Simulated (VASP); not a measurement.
# Si2W (P6_222) in VASP: notebook, part 2 of 2

VASP 6.6.1.

## 4. Single point, PBE

This run uses another cell than the first one, of the same volume but with other edges.

INCAR

```
SYSTEM = Si2W
ALGO = Normal
EDIFF = 1E-6
ENCUT = 520
GGA = PE
ISIF = 2
ISMEAR = 0
LASPH = .TRUE.
LCHARG = .FALSE.
LREAL = .FALSE.
LWAVE = .FALSE.
NBANDS = 43
NELM = 100
PREC = Accurate
SIGMA = 0.03
```

KPOINTS

```
k-points
0
G
  9 9 6
  0 0 0
```

POSCAR

```
Si2W
1.0
    4.7172346901      0.0000000000      0.0000000000
   -2.3586173451      4.0852450772      0.0000000000
    0.0000000000      0.0000000000      6.3602475327
Si W
6 3
Direct
    0.8676230516      0.7352461033      0.5000000000
    0.1323769484      0.8676230516      0.8333333333
    0.7352461033      0.8676230516      0.1666666667
    0.1323769484      0.2647538967      0.5000000000
    0.8676230516      0.1323769484      0.8333333333
    0.2647538967      0.1323769484      0.1666666667
    0.0000000000      0.5000000000      0.1666666667
    0.5000000000      0.5000000000      0.8333333333
    0.5000000000      0.0000000000      0.5000000000
```

Potentials or basis: VASP PAW PBE potentials, release 64 (Si, W_sv).

Run with:

```sh
> cat potpaw_PBE.64/Si/POTCAR potpaw_PBE.64/W_sv/POTCAR > POTCAR
> mpirun -np 1 vasp_std > vasp.out
```

OUTCAR:

```text
SYSTEM = Si2W
   EDIFF = 1E-6
   ENCUT = 520
   GGA = PE
   ISIF = 2
   ISMEAR = 0
   LASPH = .TRUE.
   LREAL = .FALSE.
   NELM = 100
   PREC = Accurate

 ion  position               nearest neighbor table
   1  0.868  0.735  0.500-   4 2.16   3 2.38   2 2.38   9 2.59   9 2.59   8 2.61   7 2.61   6 2.83
                             5 2.83   9 3.00   4 3.04   4 3.04
   2  0.132  0.868  0.833-   5 2.16   1 2.38   6 2.38   8 2.59   8 2.59   9 2.61   7 2.61   4 2.83
                             3 2.83   8 3.00   5 3.04   5 3.04
   3  0.735  0.868  0.167-   6 2.16   1 2.38   5 2.38   7 2.59   7 2.59   9 2.61   8 2.61   4 2.83
                             2 2.83   7 3.00   6 3.04   6 3.04
   4  0.132  0.265  0.500-   1 2.16   6 2.38   5 2.38   9 2.59   9 2.59   8 2.61   7 2.61   3 2.83
                             2 2.83   9 3.00   1 3.04   1 3.04
   5  0.868  0.132  0.833-   2 2.16   4 2.38   3 2.38   8 2.59   8 2.59   9 2.61   7 2.61   1 2.83
                             6 2.83   8 3.00   2 3.04   2 3.04
   6  0.265  0.132  0.167-   3 2.16   4 2.38   2 2.38   7 2.59   7 2.59   9 2.61   8 2.61   1 2.83
                             5 2.83   7 3.00   3 3.04   3 3.04
   7  0.000  0.500  0.167-   3 2.59   6 2.59   6 2.59   3 2.59   1 2.61   4 2.61   2 2.61   5 2.61
                             3 3.00   6 3.00   9 3.17   9 3.17   8 3.17   8 3.17
[... 214 lines left out ...]
  band No.  band energies     occupation
      1     -62.1588      2.00000
      2     -62.1457      2.00000
      3     -62.1457      2.00000
      4     -26.6549      2.00000
      5     -26.6549      2.00000
      6     -26.5785      2.00000
[... 1093 lines left out ...]
     42      15.3400      0.00000
     43      15.7518      0.00000

 [... further k-points ...]
[... 5 lines left out ...]
  --------------------------------------------------------------------------------------
  -------------------------------------------------------------------------------------
  Total        7.8913310      7.8913310     10.2111440     -0.0000000      0.0000000     -0.0000000
  in kB      103.1528482    103.1528482    133.4766709     -0.0000000      0.0000000     -0.0000000
  external PRESSURE =     113.2607891 kB  Pullay stress =       0.0000000 kB

 VOLUME and BASIS-vectors are now :
 -----------------------------------------------------------------------------
  energy-cutoff  :      520.00
  volume of cell :      122.57
      direct lattice vectors                 reciprocal lattice vectors
     4.717234690  0.000000000  0.000000000     0.211988605  0.122391678  0.000000000
    -2.358617345  4.085245077  0.000000000     0.000000000  0.244783356  0.000000000
     0.000000000  0.000000000  6.360247533     0.000000000  0.000000000  0.157226585

 POSITION                                       TOTAL-FORCE (eV/Angst)
 -----------------------------------------------------------------------------------
      2.35862      3.00366      3.18012         0.000000     -5.520067     -0.000000
     -1.42194      3.54445      5.30021         4.780518     -2.760033     -0.000000
      1.42194      3.54445      1.06004        -4.780518     -2.760033     -0.000000
      0.00000      1.08158      3.18012        -0.000000      5.520067     -0.000000
      3.78055      0.54079      5.30021        -4.780518      2.760033     -0.000000
      0.93668      0.54079      1.06004         4.780518      2.760033     -0.000000
     -1.17931      2.04262      1.06004        -0.000000      0.000000      0.000000
      1.17931      2.04262      5.30021        -0.000000      0.000000      0.000000
      2.35862      0.00000      3.18012         0.000000      0.000000     -0.000000
 -----------------------------------------------------------------------------------
    total drift:                               -0.000000      0.000000      0.000000

  FREE ENERGIE OF THE ION-ELECTRON SYSTEM (eV)
  ---------------------------------------------------
  free  energy   TOTEN  =       -70.0385951938 eV

  energy  without entropy=      -70.0367641588  energy(sigma->0) =      -70.03767968
```

OSZICAR:

```text
N       E                     dE             d eps       ncg     rms          rms(c)
DAV:   1     0.637514782042E+03    0.63751E+03   -0.35256E+04  4264   0.156E+03
DAV:   2    -0.343827735027E+02   -0.67190E+03   -0.64858E+03  4433   0.447E+02
DAV:   3    -0.729670425684E+02   -0.38584E+02   -0.37114E+02  5214   0.984E+01
DAV:   4    -0.740064295663E+02   -0.10394E+01   -0.10255E+01  5080   0.148E+01
DAV:   5    -0.740274902708E+02   -0.21061E-01   -0.21009E-01  5176   0.227E+00    0.416E+01
DAV:   6    -0.705795216655E+02    0.34480E+01   -0.25565E+01  4993   0.218E+01    0.133E+01
DAV:   7    -0.701827576558E+02    0.39676E+00   -0.40256E+00  4897   0.800E+00    0.943E+00
DAV:   8    -0.700394354155E+02    0.14332E+00   -0.44955E-01  5013   0.347E+00    0.710E-01
DAV:   9    -0.700392129418E+02    0.22247E-03   -0.26965E-02  5318   0.696E-01    0.554E-01
DAV:  10    -0.700387060577E+02    0.50688E-03   -0.26666E-03  5047   0.303E-01    0.202E-01
DAV:  11    -0.700385984715E+02    0.10759E-03   -0.71756E-04  5005   0.131E-01    0.624E-02
DAV:  12    -0.700385955044E+02    0.29671E-05   -0.41094E-05  5026   0.321E-02    0.238E-02
DAV:  13    -0.700385951938E+02    0.31067E-06   -0.22413E-06  3984   0.864E-03
   1 F= -.70038595E+02 E0= -.70037680E+02  d E =-.183103E-02
```

stdout:

```text
POSCAR found type information on POSCAR SiW
 POSCAR found :  2 types and       9 ions
 scaLAPACK will be used
 LDA part: xc-table for (Slater+PW92), standard interpolation
 POSCAR, INCAR and KPOINTS ok, starting setup
 FFT: planning ... GRIDC
 FFT: planning ... GRID_SOFT
 FFT: planning ... GRID
 WAVECAR not read
 entering main loop
```

Run time: 100 s. Hardware: 1 thread of Intel Xeon 6975P-C (Granite Rapids), shared host; peak memory 0.35 GiB.

What came out:

| Property | Result |
| --- | --- |
| Free energy | -70.0386 eV |
| Pressure | 11.3 GPa |
| Largest force | 5.520 eV/Å |
| Band gap on the k mesh | zero (bands 33 and 34 overlap by 0.93 eV) |

Forces in eV/Å, atoms in the order of the input:
```
Si   0.000 -5.520  0.000
Si   4.781 -2.760  0.000
Si  -4.781 -2.760  0.000
Si   0.000  5.520  0.000
Si  -4.781  2.760  0.000
Si   4.781  2.760  0.000
W    0.000  0.000  0.000
W    0.000  0.000  0.000
W    0.000  0.000  0.000
```

Levels at points of the mesh, in eV from the Fermi level:
| k point | band 30 | band 31 | band 32 | band 33 | band 34 | band 35 | band 36 | band 37 |
| --- | --- | --- | --- | --- | --- | --- | --- | --- |
| (0.00, 0.00, 0.00) | -2.55 | -2.55 | -1.18 | 0.08 | 0.88 | 0.88 | 1.57 | 2.21 |
| (0.00, 0.00, 0.50) | -1.88 | -1.88 | 0.10 | 0.10 | 1.56 | 1.56 | 1.67 | 1.67 |

Caveat: the cell stands under pressure; spin-orbit coupling is left out, which moves the levels of the heavy elements; forces of over 1 eV/Å act on the atoms, so gaps and moduli don't describe the material at rest.

## 5. Overview

```tsv
cell	gap on the mesh (eV)	pressure (GPa)	largest force (eV/Å)
a = 4.590, b = 4.590, c = 6.718 Å, angles 90.0, 90.0, 120.0°, 9 atoms, atomic positions A	0.43	6.3	2.95
a = 4.566, b = 4.566, c = 6.788 Å, angles 90.0, 90.0, 120.0°, 9 atoms, atomic positions B	none	3.7	3.29
a = 4.717, b = 4.717, c = 6.360 Å, angles 90.0, 90.0, 120.0°, 9 atoms, atomic positions C	none	11.3	5.52
```

Alike in all rows: task single point; level PBE; potentials or basis VASP PAW PBE potentials, release 64 (Si, W_sv); no spin polarisation; k mesh 9 × 9 × 6; cutoff (eV) 520; smearing gaussian 0.03 eV.

Caveats: the cell stands under pressure; spin-orbit coupling is left out, which moves the levels of the heavy elements; forces of over 1 eV/Å act on the atoms, so gaps and moduli don't describe the material at rest; an odd mesh through Γ misses points on the zone boundary, where band edges can lie (at least some runs).

Absolute energies hang on the potentials; compare differences alone.
